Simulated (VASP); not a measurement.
# CsGeF3 (Pm-3m) in VASP: further runs

CsGeF3 is run at these levels: PBE; tasks: single point.

All numbers are computed with VASP 6.6.1; they aren't measurements. Logs are shortened: lines on timing, memory, paths and dates and some standing lists are left out, and cuts for length are marked.

### 1 The cell of the first run

Symmetry: Pm-3m, No. 221, cubic system. The conventional cell has a = 4.497 Å, b = 4.497 Å, c = 4.497 Å, α = 90.00°, β = 90.00°, γ = 90.00°. Cs (site symmetry m-3m) has 12 F at 3.18 Å and 8 Ge at 3.89 Å within 4.2 Å. Ge (site symmetry m-3m) has 6 F at 2.25 Å within 3.0 Å. Within 3.0 Å of F (site symmetry 4/mmm) lie 2 Ge at 2.25 Å.

### 2 Single point, PBE

INCAR reads:

```
SYSTEM = CsGeF3
PREC = Accurate ; ENCUT = 520
EDIFF = 1E-6 ; ISMEAR = 0
SIGMA = 0.01 ; LREAL = .FALSE.
LASPH = .TRUE. ; NELM = 80
ALGO = Normal ; ISIF = 2
LWAVE = .FALSE. ; LCHARG = .FALSE.
GGA = PE ; NBANDS = 30
```

KPOINTS reads:

```
regular mesh
0
G
  3 3 3
  0 0 0
```

POSCAR reads:

```
CsGeF3
1.0
    4.4965198488      0.0000000000      0.0000000000
    0.0000000000      4.4965198488      0.0000000000
    0.0000000000      0.0000000000      4.4965198488
Cs Ge F
1 1 3
Direct
    0.0000000000      0.0000000000      0.0000000000
    0.5000000000      0.5000000000      0.5000000000
    0.5000000000      0.5000000000      0.0000000000
    0.5000000000      0.0000000000      0.5000000000
    0.0000000000      0.5000000000      0.5000000000
```

Potentials or basis: VASP PAW PBE potentials, release 64 (Cs_sv, Ge_d, F).

Launch:

```console
$ cat potpaw_PBE.64/Cs_sv/POTCAR potpaw_PBE.64/Ge_d/POTCAR potpaw_PBE.64/F/POTCAR > POTCAR
$ mpirun -np 1 vasp_std > vasp.out
```

OUTCAR:

```text
SYSTEM = CsGeF3
   PREC = Accurate
   ENCUT = 520
   EDIFF = 1E-6
   ISMEAR = 0
   LREAL = .FALSE.
   LASPH = .TRUE.
   NELM = 80
   ISIF = 2
   GGA = PE

 ion  position               nearest neighbor table
   1  0.000  0.000  0.000-
   2  0.500  0.500  0.500-   3 2.25   4 2.25   5 2.25   3 2.25   4 2.25   5 2.25
   3  0.500  0.500  0.000-   2 2.25   2 2.25
   4  0.500  0.000  0.500-   2 2.25   2 2.25
   5  0.000  0.500  0.500-   2 2.25   2 2.25

  LATTYP: Found a simple cubic cell.
 ALAT       =     4.4965198488

  Lattice vectors:

 A1 = (   4.4965198488,   0.0000000000,   0.0000000000)
 A2 = (   0.0000000000,   4.4965198488,   0.0000000000)
 A3 = (   0.0000000000,   0.0000000000,   4.4965198488)

Analysis of symmetry for initial positions (statically):
=====================================================================
 Subroutine PRICEL returns:
 Original cell was already a primitive cell.

 Routine SETGRP: Setting up the symmetry group for a
 simple cubic supercell.

 Subroutine GETGRP returns: Found 48 space group operations
 (whereof 48 operations were pure point group operations)
 out of a pool of 48 trial point group operations.

The static configuration has the point symmetry O_h .

Analysis of symmetry for dynamics (positions and initial velocities):
=====================================================================
 Subroutine PRICEL returns:
 Original cell was already a primitive cell.

 Routine SETGRP: Setting up the symmetry group for a
 simple cubic supercell.

 Subroutine GETGRP returns: Found 48 space group operations
 (whereof 48 operations were pure point group operations)
 out of a pool of 48 trial point group operations.

The dynamic configuration has the point symmetry O_h .

 Subroutine INISYM returns: Found 48 space group operations
 (whereof 48 operations are pure point group operations),
 and found     1 'primitive' translations

----------------------------------------------------------------------------------------

                                     Primitive cell

  volume of cell :      90.9137

  direct lattice vectors                    reciprocal lattice vectors
     4.496519849  0.000000000  0.000000000     0.222394215  0.000000000  0.000000000
     0.000000000  4.496519849  0.000000000     0.000000000  0.222394215  0.000000000
     0.000000000  0.000000000  4.496519849     0.000000000  0.000000000  0.222394215

  length of vectors
     4.496519849  4.496519849  4.496519849     0.222394215  0.222394215  0.222394215

  position of ions in fractional coordinates (direct lattice)
     0.000000000  0.000000000  0.000000000
     0.500000000  0.500000000  0.500000000
     0.500000000  0.500000000  0.000000000
     0.500000000  0.000000000  0.500000000
     0.000000000  0.500000000  0.500000000

  ion indices of the primitive-cell ions
   primitive index   ion index
                 1           1
                 2           2
                 3           3
                 4           4
                 5           5

----------------------------------------------------------------------------------------

 KPOINTS: regular mesh

Automatic generation of k-mesh.
 Grid dimensions read from file:
 generate k-points for:    3    3    3

 Generating k-lattice:

  Cartesian coordinates                     Fractional coordinates (reciprocal lattice)
     0.074131405  0.000000000  0.000000000     0.333333333  0.000000000  0.000000000
     0.000000000  0.074131405  0.000000000     0.000000000  0.333333333  0.000000000
     0.000000000  0.000000000  0.074131405     0.000000000  0.000000000  0.333333333

  Length of vectors
     0.074131405  0.074131405  0.074131405

  Shift w.r.t. Gamma in fractional coordinates (k-lattice)
     0.000000000  0.000000000  0.000000000

 Subroutine IBZKPT returns following result:
 ===========================================

 Found      4 irreducible k-points:

 Following reciprocal coordinates:
            Coordinates               Weight
  0.000000  0.000000  0.000000      1.000000
  0.333333  0.000000  0.000000      6.000000
  0.333333  0.333333  0.000000     12.000000
  0.333333  0.333333  0.333333      8.000000
   k-points           NKPTS =      4   k-points in BZ     NKDIM =      4   number of bands    NBANDS=     30
   number of dos      NEDOS =    301   number of ions     NIONS =      5
   total plane-waves  NPLWV =  46656
   dimension x,y,z NGX =    36 NGY =   36 NGZ =   36
   dimension x,y,z NGXF=    72 NGYF=   72 NGZF=   72
   ions per type =               1   1   3
   NGX,Y,Z   is equivalent  to a cutoff of  13.31, 13.31, 13.31 a.u.
   NGXF,Y,Z  is equivalent  to a cutoff of  26.62, 26.62, 26.62 a.u.
 SYSTEM =  CsGeF3
   PREC   = accura    normal or accurate (medium, high low for compatibility)
   ISTART =      0    job   : 0-new  1-cont  2-samecut
   ICHARG =      2    charge: 1-file 2-atom 10-const
   ISPIN  =      1    spin polarized calculation?
   LNONCOLLINEAR =      F non collinear calculations
   LSORBIT =      F    spin-orbit coupling
   LASPH  =      T    aspherical Exc in radial PAW
   ENCUT  =  520.0 eV  38.22 Ry    6.18 a.u.   8.36  8.36  8.36*2*pi/ulx,y,z
   NELM   =     80;   NELMIN=  2; NELMDL= -5     # of ELM steps
   EDIFF  = 0.1E-05   stopping-criterion for ELM
   LREAL  =      F    real-space projection
   EDIFFG = 0.1E-04   stopping-criterion for IOM
   NSW    =      0    number of steps for IOM
   IBRION =     -1    ionic relax: 0-MD 1-quasi-New 2-CG
   NFREE  =      0    steps in history (QN), initial steepest desc. (CG)
   ISIF   =      2    stress and relaxation
   ISYM   =      2    0-nonsym 1-usesym 2-fastsym
   POTIM  = 0.5000    time-step for ionic-motion
   TEBEG  =    0.0;   TEEND  =   0.0 temperature during run
   PSTRESS=    0.0 pullay stress
   NELECT =      44.0000    total number of electrons
   NUPDOWN=      -1.0000    fix difference up-down
   EMIN   =  10.00;   EMAX   =-10.00  energy-range for DOS
   EFERMI =   0.00;   METHOD = LEGACY
   ISMEAR =     0;   SIGMA  =   0.01  broadening in eV -4-tet -1-fermi 0-gaus
   EFERMI_NEDOS =   21; number of points for ismear=-14 and -15
   IALGO  =     38    algorithm
   IMIX   =      4    mixing-type and parameters
     AMIX     =   0.40;   BMIX     =  1.00
     AMIX_MAG =   1.60;   BMIX_MAG =  1.00
  volume/ion in A,a.u.               =      18.18       122.70
  Fermi-wavevector in a.u.,A,eV,Ry     =   1.285334  2.428928 22.477948  1.652083
  Thomas-Fermi vector in A             =   2.417474
   LORBIT       =      0    0 simple, 1 ext, 2 COOP (PROOUT), +10 PAW based schemes
   GGA     = PE    functional components
   LHFCALC =     F    Hartree Fock is set to
   AEXX    =    0.0000 exact exchange contribution
   IVDW    =     0    specifies the selected vdW correction
   LEPSILON=     F    determine dielectric tensor
   LRPA    =     F    only Hartree local field effects (RPA)
 non-spin polarized calculation
 Gauss-broadening in eV      SIGMA  =   0.01
  energy-cutoff  :      520.00
  volume of cell :       90.91
 maximum number of plane-waves:      2470
 NGX is ok and might be reduce to    36
   NGX = 17   NGY = 17   NGZ = 17

 number of electron      44.0000005 magnetization

 Free energy of the ion-electron system (eV)
  ---------------------------------------------------
  ext. energy  EPLUGINS =         0.00000000
  ---------------------------------------------------
  free energy    TOTEN  =       -22.56418595 eV

  energy without entropy =      -22.56418595  energy(sigma->0) =      -22.56418595

 E-fermi :   1.2369     XC(G=0):  -9.3673

 val. band max:        1.1729623080   @ k =   0.3333   0.3333   0.3333
 cond. band min:       5.4599625005   @ k =   0.3333   0.3333   0.3333
 fundamental gap:      4.2870001925
 Fermi energy:         1.2369362009

 k-point     1 :       0.0000    0.0000    0.0000
  band No.  band energies     occupation
      1     -22.5508      2.00000
      2     -22.5508      2.00000
      3     -22.4285      2.00000
      4     -22.4285      2.00000
      5     -22.4285      2.00000
      6     -21.0341      2.00000
[... 22 lines left out ...]
     29       9.5349      0.00000
     30       9.5349      0.00000

 k-point     2 :       0.3333    0.0000    0.0000
  band No.  band energies     occupation
      1     -22.5506      2.00000
      2     -22.4991      2.00000
      3     -22.4290      2.00000
      4     -22.4290      2.00000
      5     -22.4285      2.00000
      6     -20.9052      2.00000
[... 22 lines left out ...]
     29      10.0008      0.00000
     30      10.9138      0.00000

 k-point     3 :       0.3333    0.3333    0.0000
  band No.  band energies     occupation
      1     -22.5263      2.00000
      2     -22.4678      2.00000
      3     -22.4297      2.00000
      4     -22.4290      2.00000
      5     -22.4290      2.00000
      6     -20.8196      2.00000
[... 22 lines left out ...]
     29       9.9475      0.00000
     30      10.3774      0.00000

 k-point     4 :       0.3333    0.3333    0.3333
  band No.  band energies     occupation
      1     -22.4677      2.00000
      2     -22.4677      2.00000
      3     -22.4296      2.00000
      4     -22.4296      2.00000
      5     -22.4296      2.00000
      6     -20.7699      2.00000
[... 22 lines left out ...]
     29      10.3984      0.00000
     30      10.7056      0.00000

------------------------ aborting loop because EDIFF is reached ----------------------------------------

  FORCE on cell =-STRESS in cart. coord.  units (eV):
  Direction    XX          YY          ZZ          XY          YZ          ZX
  --------------------------------------------------------------------------------------
  -------------------------------------------------------------------------------------
  Total        1.1360423      1.1360423      1.1360423      0.0000000      0.0000000     -0.0000000
  in kB       20.0205293     20.0205293     20.0205293      0.0000000      0.0000000     -0.0000000
  external PRESSURE =      20.0205293 kB  Pullay stress =       0.0000000 kB

 VOLUME and BASIS-vectors are now :
 -----------------------------------------------------------------------------
  energy-cutoff  :      520.00
  volume of cell :       90.91
      direct lattice vectors                 reciprocal lattice vectors
     4.496519849  0.000000000  0.000000000     0.222394215  0.000000000  0.000000000
     0.000000000  4.496519849  0.000000000     0.000000000  0.222394215  0.000000000
     0.000000000  0.000000000  4.496519849     0.000000000  0.000000000  0.222394215

 POSITION                                       TOTAL-FORCE (eV/Angst)
 -----------------------------------------------------------------------------------
      0.00000      0.00000      0.00000         0.000000      0.000000      0.000000
      2.24826      2.24826      2.24826         0.000000      0.000000      0.000000
      2.24826      2.24826      0.00000         0.000000      0.000000      0.000000
      2.24826      0.00000      2.24826         0.000000      0.000000      0.000000
      0.00000      2.24826      2.24826         0.000000      0.000000      0.000000
 -----------------------------------------------------------------------------------
    total drift:                                0.000000      0.000000      0.000000

  FREE ENERGIE OF THE ION-ELECTRON SYSTEM (eV)
  ---------------------------------------------------
  free  energy   TOTEN  =       -22.5641859548 eV

  energy  without entropy=      -22.5641859548  energy(sigma->0) =      -22.56418595
```

It took 20 s on 1 thread of Intel Xeon Platinum 8259CL at 2.50GHz (Skylake/Cascade Lake), shared host; peak memory 0.2 GiB.

Results:

```
Free energy            : -22.5642 eV
Pressure               : 2.0 GPa
Band gap on the k mesh : 4.29 eV, direct
```

Caveat: the k points lie up to 0.47 Å⁻¹ apart; spin-orbit coupling is left out, which moves the levels of the heavy elements. A k mesh can miss the band edges.

### 3 Single point, PBE

INCAR reads:

```
SYSTEM = CsGeF3
  PREC = Accurate
  ENCUT = 520
  EDIFF = 1E-6
  ISMEAR = 0
  SIGMA = 0.01
  LREAL = .FALSE.
  LASPH = .TRUE.
  NELM = 100
  ALGO = Normal
  ISIF = 2
  LWAVE = .FALSE.
  LCHARG = .FALSE.
  GGA = PE
  NBANDS = 30
```

KPOINTS reads:

```
regular mesh
0
G
  4 4 4
  0 0 0
```

POSCAR is that of step 2.

Potentials or basis: VASP PAW PBE potentials, release 64 (Cs_sv, Ge_d, F).

Launch:

```console
$ cat potpaw_PBE.64/Cs_sv/POTCAR potpaw_PBE.64/Ge_d/POTCAR potpaw_PBE.64/F/POTCAR > POTCAR
$ mpirun -np 1 vasp_std > vasp.out
```

It took 33 s on 1 thread of Intel Xeon Platinum 8259CL at 2.50GHz (Skylake/Cascade Lake), shared host; peak memory 0.21 GiB.

Results (log left out):

```
Free energy            : -22.4816 eV
Pressure               : 2.4 GPa
Band gap on the k mesh : 1.84 eV, direct
```

Levels at points of the mesh, in eV from the valence-band top:
| k point | band 20 | band 21 | band 22 | band 23 | band 24 | band 25 |
| --- | --- | --- | --- | --- | --- | --- |
| (0.00, 0.00, 0.00) | -4.12 | -4.12 | -4.12 | 4.58 | 4.58 | 5.08 |
| (0.50, 0.00, 0.00) | -4.37 | -4.37 | -2.52 | 2.75 | 5.03 | 5.03 |
| (0.50, 0.50, 0.00) | -4.31 | -4.09 | -1.17 | 2.83 | 2.83 | 5.05 |
| (0.50, 0.50, 0.50) | -4.07 | -4.07 | 0.00 | 1.84 | 1.84 | 1.84 |

Caveat: spin-orbit coupling is left out, which moves the levels of the heavy elements. Expect the measured gap to be larger: semilocal functionals such as PBE lack the derivative discontinuity.

(Continued in part 2 of 2.)
